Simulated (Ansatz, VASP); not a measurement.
Two plane-wave programs on Mg

```
Mg
1.0
     2.95253    0.00000    0.00000
    -1.47626    2.55697    0.00000
     0.00000    0.00000    5.21033
Mg
2
Direct
  0.33333 0.66667 0.25000
  0.66667 0.33333 0.75000
```

Change from the starting cell: strain -0.080 along x and y, +0.000 along z, atoms carried along.

Alike in both runs: task single point; functional PBE; k mesh 18 × 18 × 10; occupations gaussian, width 0.15 eV; no spin polarisation.

|  | VASP | Ansatz |
| --- | --- | --- |
| version | VASP 6.6.1 | Ansatz 0.2.0 |
| potentials or method | VASP PAW PBE potentials, release 64 (Mg), cutoff 520 eV | scalar-relativistic, plane waves, PAW |
| valence electrons in the cell | 4 | 20 |

Ansatz gave:

```
gap on the k mesh at the Fermi level (eV)                     : none
pressure (GPa)                                                : 8.0
traceless stress, the component that is largest in VASP (GPa) : -4.75
```

What did VASP give for the same quantities?

gap on the k mesh at the Fermi level (eV): none; pressure (GPa): 8.0; traceless stress, the component that is largest in VASP (GPa): -4.77.

A gap of «none» marks a metal or a gap that the smearing closes. With one functional, cell and mesh, what is left measures potentials, basis and numerics. VASP's potentials hold 4 valence electrons a cell and Ansatz's 20, so a difference there can come from the potentials and not from the codes.
